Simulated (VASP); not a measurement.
# Si2W (P6_222) in VASP: a series of runs, part 3 of 3

VASP 6.6.1. Earlier steps stand in the parts before.

**7. Single point, PBE**

File INCAR:

```
SYSTEM = Si2W
PREC = Accurate ; ENCUT = 520
EDIFF = 1E-7 ; ISMEAR = 0
SIGMA = 0.03 ; LREAL = .False.
LASPH = .True. ; NELM = 80
ALGO = Normal ; ISIF = 2
LWAVE = .False. ; LCHARG = .False.
GGA = PE ; NBANDS = 43
```

File KPOINTS:

```
Automatic mesh
0
Gamma
  9 9 6
  0 0 0
```

File POSCAR:

```
Si2W
1.0
    4.4975331999      0.0000000000      0.0000000000
   -2.2487666000      3.8949780055      0.0000000000
    0.0000000000      0.0000000000      6.9968123992
Si W
6 3
Direct
    0.8175753463      0.6351506926      0.5000000000
    0.1824246537      0.8175753463      0.8333333333
    0.6351506926      0.8175753463      0.1666666667
    0.1824246537      0.3648493074      0.5000000000
    0.8175753463      0.1824246537      0.8333333333
    0.3648493074      0.1824246537      0.1666666667
    0.0000000000      0.5000000000      0.1666666667
    0.5000000000      0.5000000000      0.8333333333
    0.5000000000      0.0000000000      0.5000000000
```

Potentials or basis: VASP PAW PBE potentials, release 64 (Si, W_sv).

Command:

```sh
$ cat potpaw_PBE.64/Si/POTCAR potpaw_PBE.64/W_sv/POTCAR > POTCAR
$ mpirun -np 1 vasp_std > vasp.out
```

OUTCAR:

```text
SYSTEM = Si2W
   PREC = Accurate
   ENCUT = 520
   EDIFF = 1E-7
   ISMEAR = 0
   LREAL = .False.
   LASPH = .True.
   NELM = 80
   ISIF = 2
   GGA = PE

 ion  position               nearest neighbor table
   1  0.818  0.635  0.500-   9 2.47   4 2.48   4 2.48   8 2.64   7 2.64   9 2.66   9 2.66   2 2.73
                             3 2.73   4 2.84   6 3.10   5 3.10
   2  0.182  0.818  0.833-   8 2.47   5 2.48   5 2.48   9 2.64   7 2.64   8 2.66   8 2.66   1 2.73
                             6 2.73   5 2.84   4 3.10   3 3.10
   3  0.635  0.818  0.167-   7 2.47   6 2.48   6 2.48   9 2.64   8 2.64   7 2.66   7 2.66   1 2.73
                             5 2.73   6 2.84   4 3.10   2 3.10
   4  0.182  0.365  0.500-   9 2.47   1 2.48   1 2.48   8 2.64   7 2.64   9 2.66   9 2.66   5 2.73
                             6 2.73   1 2.84   3 3.10   2 3.10
   5  0.818  0.182  0.833-   8 2.47   2 2.48   2 2.48   9 2.64   7 2.64   8 2.66   8 2.66   4 2.73
                             3 2.73   2 2.84   1 3.10   6 3.10
   6  0.365  0.182  0.167-   7 2.47   3 2.48   3 2.48   9 2.64   8 2.64   7 2.66   7 2.66   4 2.73
                             2 2.73   3 2.84   1 3.10   5 3.10
   7  0.000  0.500  0.167-   3 2.47   6 2.47   4 2.64   1 2.64   5 2.64   2 2.64   3 2.66   6 2.66
                             3 2.66   6 2.66   9 3.24   9 3.24   8 3.24   8 3.24
   8  0.500  0.500  0.833-   2 2.47   5 2.47   4 2.64   1 2.64   3 2.64   6 2.64   2 2.66   5 2.66
                             2 2.66   5 2.66   9 3.24   9 3.24   7 3.24   7 3.24
   9  0.500  0.000  0.500-   1 2.47   4 2.47   5 2.64   2 2.64   6 2.64   3 2.64   4 2.66   1 2.66
                             1 2.66   4 2.66   7 3.24   7 3.24   8 3.24   8 3.24

  LATTYP: Found a hexagonal cell.
 ALAT       =     4.4975331999
 C/A-ratio  =     1.5557000000

  Lattice vectors:

 A1 = (   4.4975331999,   0.0000000000,   0.0000000000)
 A2 = (  -2.2487666000,   3.8949780055,   0.0000000000)
 A3 = (   0.0000000000,   0.0000000000,   6.9968123992)

Analysis of symmetry for initial positions (statically):
=====================================================================
 Subroutine PRICEL returns:
 Original cell was already a primitive cell.

 Routine SETGRP: Setting up the symmetry group for a
 hexagonal supercell.

 Subroutine GETGRP returns: Found 12 space group operations
 (whereof  4 operations were pure point group operations)
 out of a pool of 24 trial point group operations.

The static configuration has the point symmetry D_2 .
 The point group associated with its full space group is D_6 .

Analysis of symmetry for dynamics (positions and initial velocities):
=====================================================================
 Subroutine PRICEL returns:
 Original cell was already a primitive cell.

 Routine SETGRP: Setting up the symmetry group for a
 hexagonal supercell.

 Subroutine GETGRP returns: Found 12 space group operations
 (whereof  4 operations were pure point group operations)
 out of a pool of 24 trial point group operations.

The dynamic configuration has the point symmetry D_2 .
 The point group associated with its full space group is D_6 .

 Subroutine INISYM returns: Found 12 space group operations
 (whereof  4 operations are pure point group operations),
 and found     1 'primitive' translations

----------------------------------------------------------------------------------------

                                     Primitive cell
[... 67 lines left out ...]
  0.111111  0.111111  0.000000      6.000000
[... 16 lines left out ...]
  0.333333  0.222222  0.166667     24.000000
  0.333333  0.333333  0.166667      4.000000
 [... further k-points ...]
   k-points           NKPTS =     48   k-points in BZ     NKDIM =     48   number of bands    NBANDS=     43
   number of dos      NEDOS =    301   number of ions     NIONS =      9
   total plane-waves  NPLWV =  69984
   dimension x,y,z NGX =    36 NGY =   36 NGZ =   54
   dimension x,y,z NGXF=    72 NGYF=   72 NGZF=  108
   ions per type =               6   3
   NGX,Y,Z   is equivalent  to a cutoff of  13.31, 13.31, 12.83 a.u.
   NGXF,Y,Z  is equivalent  to a cutoff of  26.61, 26.61, 25.66 a.u.
 SYSTEM =  Si2W
   PREC   = accura    normal or accurate (medium, high low for compatibility)
   ISTART =      0    job   : 0-new  1-cont  2-samecut
   ICHARG =      2    charge: 1-file 2-atom 10-const
   ISPIN  =      1    spin polarized calculation?
   LNONCOLLINEAR =      F non collinear calculations
   LSORBIT =      F    spin-orbit coupling
   LASPH  =      T    aspherical Exc in radial PAW
   ENCUT  =  520.0 eV  38.22 Ry    6.18 a.u.   8.36  8.36 13.01*2*pi/ulx,y,z
   NELM   =     80;   NELMIN=  2; NELMDL= -5     # of ELM steps
   EDIFF  = 0.1E-06   stopping-criterion for ELM
   LREAL  =      F    real-space projection
   EDIFFG = 0.1E-05   stopping-criterion for IOM
   NSW    =      0    number of steps for IOM
   IBRION =     -1    ionic relax: 0-MD 1-quasi-New 2-CG
   NFREE  =      0    steps in history (QN), initial steepest desc. (CG)
   ISIF   =      2    stress and relaxation
   ISYM   =      2    0-nonsym 1-usesym 2-fastsym
   POTIM  = 0.5000    time-step for ionic-motion
   TEBEG  =    0.0;   TEEND  =   0.0 temperature during run
   PSTRESS=    0.0 pullay stress
   NELECT =      66.0000    total number of electrons
   NUPDOWN=      -1.0000    fix difference up-down
   EMIN   =  10.00;   EMAX   =-10.00  energy-range for DOS
   EFERMI =   0.00;   METHOD = LEGACY
   ISMEAR =     0;   SIGMA  =   0.03  broadening in eV -4-tet -1-fermi 0-gaus
   EFERMI_NEDOS =   21; number of points for ismear=-14 and -15
   IALGO  =     38    algorithm
   IMIX   =      4    mixing-type and parameters
     AMIX     =   0.40;   BMIX     =  1.00
     AMIX_MAG =   1.60;   BMIX_MAG =  1.00
  volume/ion in A,a.u.               =      13.62        91.90
  Fermi-wavevector in a.u.,A,eV,Ry     =   1.331873  2.516876 24.135194  1.773887
  Thomas-Fermi vector in A             =   2.460851
   LORBIT       =      0    0 simple, 1 ext, 2 COOP (PROOUT), +10 PAW based schemes
   GGA     = PE    functional components
   LHFCALC =     F    Hartree Fock is set to
   AEXX    =    0.0000 exact exchange contribution
   IVDW    =     0    specifies the selected vdW correction
   LEPSILON=     F    determine dielectric tensor
   LRPA    =     F    only Hartree local field effects (RPA)
 non-spin polarized calculation
 Gauss-broadening in eV      SIGMA  =   0.03
  energy-cutoff  :      520.00
  volume of cell :      122.57
 maximum number of plane-waves:      3357
 NGX is ok and might be reduce to    36
   NGX = 17   NGY = 17   NGZ = 27

 number of electron      65.9999999 magnetization

 Free energy of the ion-electron system (eV)
  ---------------------------------------------------
  ext. energy  EPLUGINS =         0.00000000
  ---------------------------------------------------
  free energy    TOTEN  =       -72.39392458 eV

  energy without entropy =      -72.39392458  energy(sigma->0) =      -72.39392458

 E-fermi :  11.8073     XC(G=0): -12.4602

 val. band max:       11.6969690761   @ k =   0.3333   0.3333   0.0000
 cond. band min:      11.9246252855   @ k =   0.2222   0.1111   0.5000
 fundamental gap:      0.2276562094
 Fermi energy:        11.8073135997

 k-point     1 :       0.0000    0.0000    0.0000
  band No.  band energies     occupation
      1     -61.9836      2.00000
      2     -61.9734      2.00000
      3     -61.9734      2.00000
      4     -26.4407      2.00000
      5     -26.4212      2.00000
      6     -26.4212      2.00000
[... 1093 lines left out ...]
     42      15.0610      0.00000
     43      16.1393      0.00000

 [... further k-points ...]
[... 5 lines left out ...]
  --------------------------------------------------------------------------------------
  -------------------------------------------------------------------------------------
  Total        8.3694497      8.3694497     -6.3105711     -0.0000000     -0.0000000      0.0000000
  in kB      109.4026562    109.4026562    -82.4896815     -0.0000000     -0.0000000      0.0000000
  external PRESSURE =      45.4385437 kB  Pullay stress =       0.0000000 kB

 VOLUME and BASIS-vectors are now :
 -----------------------------------------------------------------------------
  energy-cutoff  :      520.00
  volume of cell :      122.57
      direct lattice vectors                 reciprocal lattice vectors
     4.497533200  0.000000000  0.000000000     0.222344106  0.128370430  0.000000000
    -2.248766600  3.894978006  0.000000000     0.000000000  0.256740859  0.000000000
     0.000000000  0.000000000  6.996812399     0.000000000  0.000000000  0.142922226

 POSITION                                       TOTAL-FORCE (eV/Angst)
 -----------------------------------------------------------------------------------
      2.24877      2.47390      3.49841        -0.000000      2.456483     -0.000000
     -1.01808      3.18444      5.83068        -2.127377      1.228242     -0.000000
      1.01808      3.18444      1.16614         2.127377      1.228242      0.000000
     -0.00000      1.42108      3.49841         0.000000     -2.456483     -0.000000
      3.26684      0.71054      5.83068         2.127377     -1.228242     -0.000000
      1.23069      0.71054      1.16614        -2.127377     -1.228242     -0.000000
     -1.12438      1.94749      1.16614        -0.000000      0.000000     -0.000000
      1.12438      1.94749      5.83068        -0.000000      0.000000      0.000000
      2.24877      0.00000      3.49841         0.000000      0.000000      0.000000
 -----------------------------------------------------------------------------------
    total drift:                                0.000000     -0.000000      0.000000

  FREE ENERGIE OF THE ION-ELECTRON SYSTEM (eV)
  ---------------------------------------------------
  free  energy   TOTEN  =       -72.3939245847 eV

  energy  without entropy=      -72.3939245845  energy(sigma->0) =      -72.39392458
```

It took 7.7 min on 1 thread of Intel Xeon 8259CL, shared host; peak memory 0.36 GiB.

Results:

```yaml
Free_energy: -72.3939 eV
Pressure: 4.5 GPa
Largest_force: 2.456 eV/Å
Band_gap_on_the_k_mesh: 0.23 eV (least direct gap 0.78 eV)
```

Forces on the atoms (eV/Å):
```
Si   0.000  2.456  0.000
Si  -2.127  1.228  0.000
Si   2.127  1.228  0.000
Si   0.000 -2.456  0.000
Si   2.127 -1.228  0.000
Si  -2.127 -1.228  0.000
W    0.000  0.000  0.000
W    0.000  0.000  0.000
W    0.000  0.000  0.000
```

Levels at points of the mesh, in eV from the valence-band top:
```csv
k point,band 29,band 30,band 31,band 32,band 33,band 34,band 35,band 36,band 37,band 38
"(0.00, 0.00, 0.00)",-2.27,-1.85,-1.85,-1.44,-0.91,2.50,2.86,2.86,3.07,3.26
"(0.00, 0.00, 0.50)",-1.96,-1.96,-1.08,-1.08,-0.73,1.44,2.33,2.55,2.55,2.76
```

Caveat: the cell stands under pressure; spin-orbit coupling is left out, which moves the levels of the heavy elements; an odd mesh through Γ misses points on the zone boundary, where band edges can lie; forces of over 1 eV/Å act on the atoms, so gaps and moduli don't describe the material at rest.

**8. Summary**

| cell | gap on the mesh (eV) | pressure (GPa) | largest force (eV/Å) |
| --- | --- | --- | --- |
| a = 4.520, b = 4.520, c = 6.928 Å, angles 90.0, 90.0, 120.0°, 9 atoms, atomic positions A | 0.26 | 0.9 | 1.06 |
| a = 4.520, b = 4.520, c = 6.928 Å, angles 90.0, 90.0, 120.0°, 9 atoms, atomic positions B | 0.34 | 4.1 | 2.41 |
| a = 4.520, b = 4.520, c = 6.928 Å, angles 90.0, 90.0, 120.0°, 9 atoms, atomic positions C | 0.43 | 1.0 | 0.82 |
| a = 4.691, b = 4.691, c = 6.432 Å, angles 90.0, 90.0, 120.0°, 9 atoms, atomic positions C | 0.16 | 2.1 | 0.82 |
| a = 4.543, b = 4.543, c = 6.858 Å, angles 90.0, 90.0, 120.0°, 9 atoms, atomic positions C | 0.35 | 0.7 | 0.81 |
| a = 4.498, b = 4.498, c = 6.997 Å, angles 90.0, 90.0, 120.0°, 9 atoms, atomic positions B | 0.23 | 4.5 | 2.46 |

Alike in all rows: task single point; level PBE; potentials or basis VASP PAW PBE potentials, release 64 (Si, W_sv); no spin polarisation; k mesh 9 × 9 × 6; cutoff (eV) 520; smearing gaussian 0.03 eV.

Caveats: spin-orbit coupling is left out, which moves the levels of the heavy elements; an odd mesh through Γ misses points on the zone boundary, where band edges can lie; forces of over 1 eV/Å act on the atoms, so gaps and moduli don't describe the material at rest (at least some runs); the cell stands under pressure (at least some runs).

Total energies depend on the potentials used, so only differences within one code and one set of settings carry meaning.
